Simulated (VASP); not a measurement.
# W8C8F in VASP: single point with PBE+D3(BJ)

Aim: the single point of W8C8F with PBE+D3(BJ).

All numbers are computed with VASP 6.6.1; they aren't measurements. Logs are shortened: lines on timing, memory, paths and dates and some standing lists are left out, and cuts for length are marked.

## (1) The cell of the first run

The cell holds a slab with vacuum, 34 atoms: a = 5.804 Å, b = 8.110 Å, c = 25.368 Å, α = 90.00°, β = 90.00°, γ = 110.96°.

## (2) Single point, PBE+D3(BJ)

Contents of INCAR:

```
SYSTEM = W8C8F
PREC     = Accurate       ! precision mode
ENCUT    = 520            ! plane-wave cutoff, eV
EDIFF    = 1E-6           ! SCF threshold, eV
ISMEAR   = 0              ! smearing method
SIGMA    = 0.1            ! smearing width, eV
LREAL    = Auto         
LASPH    = .True.         ! aspherical terms in the spheres
NELM     = 120            ! most SCF steps
ALGO     = Normal         ! electronic algorithm
ISIF     = 2              ! what is computed and relaxed
LWAVE    = .False.        ! write WAVECAR
LCHARG   = .False.        ! write CHGCAR
LDIPOL   = .True.       
IDIPOL   = 3            
DIPOL    = 0.5 0.5 0.443
GGA      = PE             ! functional
IVDW     = 12             ! dispersion correction
NBANDS   = 174            ! bands
GGA_COMPAT= .False.      
NELMDL   = -8           
KPAR     = 4
```

Contents of KPOINTS:

```
Automatic mesh
0
Gamma
  4 3 1
  0 0 0
```

Contents of POSCAR:

```
W8C8F
1.0
    5.8038113749      0.0000000000      0.0000000000
   -2.9019056875      7.5735822842      0.0000000000
    0.0000000000      0.0000000000     25.3681597246
W C F
16 16 2
Direct
    0.8601095922      0.7202191844      0.3153559456
    0.8601095922      0.2202191844      0.3153559456
    0.3601095922      0.7202191844      0.3153559456
    0.3601095922      0.2202191844      0.3153559456
    0.7202191845      0.4404383689      0.3894611870
    0.7202191844      0.9404383689      0.3894611870
    0.2202191844      0.4404383689      0.3894611870
    0.2202191844      0.9404383689      0.3894611870
    0.5792802885      0.1603382087      0.4639317214
    0.5804247392      0.6605204444      0.4646440583
    0.0814531834      0.1602561462      0.4639095321
    0.0800822959      0.6597573207      0.4636136057
    0.4352392886      0.8761395641      0.5395935258
    0.4387145756      0.3774068575      0.5435048771
    0.9410967125      0.8761368547      0.5395610988
    0.9379459731      0.3751139766      0.5360749883
    0.0034611909      0.0069223818      0.3277068192
    0.0034611909      0.5069223818      0.3277068192
    0.5034611909      0.0069223818      0.3277068192
    0.5034611909      0.5069223818      0.3277068192
    0.8635707832      0.7271415663      0.4018120605
    0.8635707832      0.2271415663      0.4018120605
    0.3635707831      0.7271415663      0.4018120605
    0.3635707831      0.2271415663      0.4018120605
    0.7210578891      0.4451000237      0.4755325878
    0.7226568462      0.9452682619      0.4765190341
    0.2240779229      0.4451446318      0.4754911397
    0.2218563485      0.9437326819      0.4759740347
    0.5934340909      0.1818509788      0.5465794462
    0.5956311038      0.6915322570      0.5483590376
    0.0889804630      0.1818770101      0.5465814675
    0.0796852401      0.6592221504      0.5458958823
    0.2161191653      0.9321941749      0.5995174399
    0.4549722970      1.4083669249      0.6176739983
```

Potentials or basis: VASP PAW PBE potentials, release 64 (W_sv, C, F).

Launch:

```sh
$ cat potpaw_PBE.64/W_sv/POTCAR potpaw_PBE.64/C/POTCAR potpaw_PBE.64/F/POTCAR > POTCAR
$ mpirun -np 4 vasp_std > vasp.out
```

OUTCAR:

```text
SYSTEM = W8C8F
   PREC = Accurate
   ENCUT = 520
   EDIFF = 1E-6
   ISMEAR = 0
   LREAL = Auto
   LASPH = .True.
   NELM = 120
   ISIF = 2
   GGA = PE
   IVDW = 12
   NELMDL = -8
 IVDW          = 12

 ion  position               nearest neighbor table
   1  0.860  0.720  0.315-  17 2.19  20 2.19  18 2.19  21 2.19   5 2.83   3 2.90   3 2.90   8 2.90
                             6 2.90
   2  0.860  0.220  0.315-  18 2.19  19 2.19  17 2.19  22 2.19   6 2.83   4 2.90   4 2.90   7 2.90
                             5 2.90
   3  0.360  0.720  0.315-  19 2.19  18 2.19  20 2.19  23 2.19   7 2.83   1 2.90   1 2.90   6 2.90
                             8 2.90
   4  0.360  0.220  0.315-  20 2.19  17 2.19  19 2.19  24 2.19   8 2.83   2 2.90   2 2.90   5 2.90
                             7 2.90
   5  0.720  0.440  0.389-  25 2.18  21 2.19  22 2.19  24 2.19  18 2.19  20 2.19   1 2.83   9 2.84
                            12 2.90   7 2.90   7 2.90   2 2.90   4 2.90  10 2.92
   6  0.720  0.940  0.389-  22 2.19  23 2.19  21 2.19  19 2.19  17 2.19  26 2.21   2 2.83  10 2.85
                             8 2.90   8 2.90   3 2.90   1 2.90   9 2.91  11 2.91
   7  0.220  0.440  0.389-  27 2.18  22 2.19  23 2.19  24 2.19  18 2.19  20 2.19   3 2.83  11 2.84
                            12 2.90   5 2.90   5 2.90   2 2.90   4 2.90  10 2.92
   8  0.220  0.940  0.389-  21 2.19  24 2.19  23 2.19  17 2.19  19 2.19  28 2.19   4 2.83  12 2.84
                             6 2.90   6 2.90   1 2.90   3 2.90  11 2.90   9 2.90
   9  0.579  0.160  0.464-  29 2.10  25 2.18  24 2.20  22 2.20  28 2.21  26 2.21   5 2.84  16 2.85
[... 16 lines left out ...]
  18  0.003  0.507  0.328-   2 2.19   3 2.19   1 2.19   5 2.19   7 2.19
  19  0.503  0.007  0.328-   3 2.19   2 2.19   4 2.19   6 2.19   8 2.19
  20  0.503  0.507  0.328-   4 2.19   1 2.19   3 2.19   7 2.19   5 2.19
  21  0.864  0.727  0.402-   8 2.19   5 2.19   6 2.19   1 2.19  12 2.20  10 2.21
  22  0.864  0.227  0.402-   7 2.19   6 2.19   5 2.19   2 2.19   9 2.20  11 2.21
  23  0.364  0.727  0.402-   7 2.19   6 2.19   8 2.19   3 2.19  12 2.20  10 2.21
  24  0.364  0.227  0.402-   8 2.19   7 2.19   5 2.19   4 2.19  11 2.20   9 2.20
  25  0.721  0.445  0.476-   9 2.18   5 2.18  16 2.19  10 2.19  12 2.21  14 2.31
  26  0.723  0.945  0.477-  10 2.18   9 2.21   6 2.21  11 2.21  15 2.23  13 2.23
  27  0.224  0.445  0.475-  11 2.18   7 2.18  16 2.18  10 2.20  12 2.20  14 2.31
  28  0.222  0.944  0.476-  12 2.17   8 2.19  11 2.21   9 2.21  15 2.22  13 2.22
  29  0.593  0.182  0.547-  16 2.07  14 2.08   9 2.10  13 2.32
  30  0.596  0.692  0.548-  13 2.04  15 2.04  10 2.14  14 2.38
  31  0.089  0.182  0.547-  16 2.07  14 2.08  11 2.10  15 2.32
  32  0.080  0.659  0.546-  12 2.09  16 2.17  15 2.19  13 2.19
  33  0.216  0.932  0.600-  15 2.13  13 2.13
  34  0.455  0.408  0.618-  14 1.90

  LATTYP: Found a base centered orthorhombic cell.
 ALAT       =     5.8038113749
 B/A-ratio  =     2.6098650680
 C/A-ratio  =     4.3709483451

  Lattice vectors:

 A1 = (   2.9019056875,  -7.5735822842,   0.0000000000)
 A2 = (   2.9019056874,   7.5735822842,   0.0000000000)
 A3 = (   0.0000000000,   0.0000000000,  25.3681597246)

Analysis of symmetry for initial positions (statically):
=====================================================================
 Subroutine PRICEL returns:
 Original cell was already a primitive cell.

 Routine SETGRP: Setting up the symmetry group for a
 base centered orthorhombic supercell.

 Subroutine GETGRP returns: Found  1 space group operations
 (whereof  1 operations were pure point group operations)
 out of a pool of  8 trial point group operations.

The static configuration has the point symmetry C_1 .

Analysis of symmetry for dynamics (positions and initial velocities):
=====================================================================
 Subroutine PRICEL returns:
 Original cell was already a primitive cell.

 Routine SETGRP: Setting up the symmetry group for a
 base centered orthorhombic supercell.

 Subroutine GETGRP returns: Found  1 space group operations
 (whereof  1 operations were pure point group operations)
 out of a pool of  8 trial point group operations.

The dynamic configuration has the point symmetry C_1 .

 Subroutine INISYM returns: Found  1 space group operations
 (whereof  1 operations are pure point group operations),
 and found     1 'primitive' translations

----------------------------------------------------------------------------------------

                                     Primitive cell

  volume of cell :    1115.0738

  direct lattice vectors                    reciprocal lattice vectors
     5.803811375  0.000000000  0.000000000     0.172300569  0.066018957  0.000000000
    -2.901905688  7.573582284  0.000000000     0.000000000  0.132037913  0.000000000
     0.000000000  0.000000000 25.368159725     0.000000000  0.000000000  0.039419493

[... 115 lines left out ...]

 WARNING: IBZKPT: internal override: KBLOWUP is changed to .FALSE.
      ... skipping the blow-up phase ...

 Subroutine IBZKPT returns following result:
 ===========================================

 Found      7 irreducible k-points:

 Following reciprocal coordinates:
            Coordinates               Weight
  0.000000  0.000000  0.000000      1.000000
  0.250000  0.000000  0.000000      2.000000
  0.500000  0.000000  0.000000      1.000000
  0.000000  0.333333  0.000000      2.000000
  0.250000  0.333333  0.000000      2.000000
  0.500000  0.333333  0.000000      2.000000
 -0.250000  0.333333  0.000000      2.000000
   k-points           NKPTS =      7   k-points in BZ     NKDIM =      7   number of bands    NBANDS=    174
   number of dos      NEDOS =    301   number of ions     NIONS =     34
   total plane-waves  NPLWV = 552960
   dimension x,y,z NGX =    48 NGY =   60 NGZ =  192
   dimension x,y,z NGXF=    96 NGYF=  120 NGZF=  384
   ions per type =              16  16   2
   NGX,Y,Z   is equivalent  to a cutoff of  13.75, 12.30, 12.58 a.u.
   NGXF,Y,Z  is equivalent  to a cutoff of  27.50, 24.60, 25.16 a.u.
 SYSTEM =  W8C8F
   PREC   = accura    normal or accurate (medium, high low for compatibility)
   ISTART =      0    job   : 0-new  1-cont  2-samecut
   ICHARG =      2    charge: 1-file 2-atom 10-const
   ISPIN  =      1    spin polarized calculation?
   LNONCOLLINEAR =      F non collinear calculations
   LSORBIT =      F    spin-orbit coupling
   LASPH  =      T    aspherical Exc in radial PAW
   ENCUT  =  520.0 eV  38.22 Ry    6.18 a.u.  10.79 15.08 47.17*2*pi/ulx,y,z
   NELM   =    120;   NELMIN=  2; NELMDL= -8     # of ELM steps
   EDIFF  = 0.1E-05   stopping-criterion for ELM
   LREAL  =      T    real-space projection
   EDIFFG = 0.1E-04   stopping-criterion for IOM
   NSW    =      0    number of steps for IOM
   IBRION =     -1    ionic relax: 0-MD 1-quasi-New 2-CG
   NFREE  =      0    steps in history (QN), initial steepest desc. (CG)
   ISIF   =      2    stress and relaxation
   ISYM   =      2    0-nonsym 1-usesym 2-fastsym
   POTIM  = 0.5000    time-step for ionic-motion
   TEBEG  =    0.0;   TEEND  =   0.0 temperature during run
   PSTRESS=    0.0 pullay stress
   NELECT =     302.0000    total number of electrons
   NUPDOWN=      -1.0000    fix difference up-down
   EMIN   =  10.00;   EMAX   =-10.00  energy-range for DOS
   EFERMI =   0.00;   METHOD = LEGACY
   ISMEAR =     0;   SIGMA  =   0.10  broadening in eV -4-tet -1-fermi 0-gaus
   EFERMI_NEDOS =   21; number of points for ismear=-14 and -15
   IALGO  =     38    algorithm
   IMIX   =      4    mixing-type and parameters
     AMIX     =   0.40;   BMIX     =  1.00
     AMIX_MAG =   1.60;   BMIX_MAG =  1.00
  volume/ion in A,a.u.               =      32.80       221.32
  Fermi-wavevector in a.u.,A,eV,Ry     =   1.059195  2.001588 15.264297  1.121894
  Thomas-Fermi vector in A             =   2.194532
   LORBIT       =      0    0 simple, 1 ext, 2 COOP (PROOUT), +10 PAW based schemes
   GGA     = PE    functional components
   LHFCALC =     F    Hartree Fock is set to
   AEXX    =    0.0000 exact exchange contribution
   IVDW    =    12    specifies the selected vdW correction
   LEPSILON=     F    determine dielectric tensor
   LRPA    =     F    only Hartree local field effects (RPA)
 non-spin polarized calculation
 Gauss-broadening in eV      SIGMA  =   0.10
  energy-cutoff  :      520.00
  volume of cell :     1115.07
 maximum number of plane-waves:     30051
 NGX is ok and might be reduce to    48
   NGX = 21   NGY = 31   NGZ = 95

 dipolmoment           0.000000      0.000000     -1.652208 electrons x Angstroem

 number of electron     302.0000006 magnetization

 dipolmoment           0.000000      0.000000      0.468767 electrons x Angstroem

 Free energy of the ion-electron system (eV)
  ---------------------------------------------------
  ext. energy  EPLUGINS =         0.00000000
  ---------------------------------------------------
  free energy    TOTEN  =      -348.79330922 eV

  energy without entropy =     -348.73421939  energy(sigma->0) =     -348.76376430

 E-fermi :  -0.0590     XC(G=0):  -5.0902

 val. band max:       -0.0763728479   @ k =   0.5000   0.3333   0.0000
 cond. band min:      -0.0516201106   @ k =  -0.2500   0.3333   0.0000
 fundamental gap:      0.0247527373
 Fermi energy:        -0.0590236738

 k-point     1 :       0.0000    0.0000    0.0000
  band No.  band energies     occupation
      1     -74.6037      2.00000
      2     -74.4643      2.00000
      3     -74.4329      2.00000
      4     -74.3948      2.00000
      5     -74.3926      2.00000
      6     -74.3650      2.00000
[... 1151 lines left out ...]
    162       1.4477      0.00000
    163       1.5838      0.00000
 [bands above 163 left out]

------------------------ aborting loop because EDIFF is reached ----------------------------------------

 vacuum level on the upper side and lower side of the slab       (xc-potential included)         0.826        -1.054

 Edisp (eV)  -10.38297

 E8    (eV) :    -4.8963

  FORCE on cell =-STRESS in cart. coord.  units (eV):
  Direction    XX          YY          ZZ          XY          YZ          ZX
  --------------------------------------------------------------------------------------
  -------------------------------------------------------------------------------------
  Total     -10.06416   -42.31577    -7.91503     0.29997     1.19535    -0.06837
  in kB     -14.46054   -60.80079   -11.37259     0.43100     1.71753    -0.09824
  external pressure =      -28.88 kB  Pullay stress =        0.00 kB

 VOLUME and BASIS-vectors are now :
 -----------------------------------------------------------------------------
  energy-cutoff  :      520.00
  volume of cell :     1115.07
      direct lattice vectors                 reciprocal lattice vectors
     5.803811375  0.000000000  0.000000000     0.172300569  0.066018957  0.000000000
    -2.901905688  7.573582284  0.000000000     0.000000000  0.132037913  0.000000000
     0.000000000  0.000000000 25.368159725     0.000000000  0.000000000  0.039419493

 POSITION                                       TOTAL-FORCE (eV/Angst)
 -----------------------------------------------------------------------------------
      2.90191      5.45464      8.00000        -0.145653     -0.202399      1.562240
      4.35286      1.66785      8.00000        -0.007177     -0.209562      1.459939
     -0.00000      5.45464      8.00000         0.115659     -0.229288      1.548378
      1.45095      1.66785      8.00000        -0.031719     -0.164559      1.515299
      2.90191      3.33570      9.87991        -0.140973      0.004993     -0.345387
      1.45095      7.12249      9.87991        -0.016893     -0.007677     -0.158020
[... 26 lines left out ...]
     -1.45082      7.06005     15.20865        -0.000024      0.051752      0.147001
      1.45553      3.09280     15.66925         0.004490      0.044729      0.333506
 -----------------------------------------------------------------------------------
    total drift:                               -0.030435      0.009260      0.024107

  FREE ENERGIE OF THE ION-ELECTRON SYSTEM (eV)
  ---------------------------------------------------
  free  energy   TOTEN  =      -359.1762779631 eV

  energy  without entropy=     -359.1171881310  energy(sigma->0) =     -359.14673305

 vacuum level on the upper side and lower side of the slab         5.894         3.972
```

Wall time 37 min (4 MPI ranks of AMD EPYC 7R43 (Zen 3), shared host); peak memory 1.6 GiB.

Results:

| Quantity | Value |
| --- | --- |
| Free energy | -359.1763 eV |
| Largest force | 1.582 eV/Å |
| Band gap on the k mesh | zero (band 151 reaches 0.36 eV, above the bottom of band 152 at -0.26 eV) |
| Dispersion energy per atom | -0.305 eV |

Forces in eV/Å, atoms in the order of the input:
```
W   -0.146 -0.202  1.562
W   -0.007 -0.210  1.460
W    0.116 -0.229  1.548
W   -0.032 -0.165  1.515
W   -0.141  0.005 -0.345
W   -0.017 -0.008 -0.158
W    0.130  0.011 -0.328
W   -0.001 -0.048 -0.344
W   -0.009  0.000  0.002
W    0.002  0.018 -0.012
W    0.003  0.001  0.002
W    0.000 -0.020 -0.019
W    0.059  0.012 -0.032
W    0.009 -0.018 -0.289
W   -0.058  0.011 -0.035
W   -0.003  0.014  0.041
C    0.047  0.071 -0.426
C    0.023  0.115 -0.469
C    0.011  0.082 -0.424
C    0.028  0.049 -0.457
C   -0.172  0.153 -0.881
C   -0.006  0.142 -0.891
C    0.156  0.146 -0.878
C   -0.006  0.131 -0.838
C    0.003  0.004  0.008
C    0.001 -0.026  0.010
C    0.000  0.002  0.009
C    0.008  0.015  0.011
C   -0.020 -0.037  0.037
C    0.005 -0.063  0.056
C    0.011 -0.045  0.040
C    0.002 -0.008  0.046
F    0.000  0.052  0.147
F    0.004  0.045  0.334
```

Levels at points of the mesh, in eV from the Fermi level:
| k point | band 148 | band 149 | band 150 | band 151 | band 152 | band 153 |
| --- | --- | --- | --- | --- | --- | --- |
| (0.00, 0.00, 0.00) | -0.41 | -0.29 | 0.07 | 0.42 | 0.43 | 0.76 |
| (0.50, 0.00, 0.00) | -0.56 | -0.42 | -0.31 | -0.29 | -0.21 | -0.09 |

Caveat: spin-orbit coupling is left out, which moves the levels of the heavy elements.
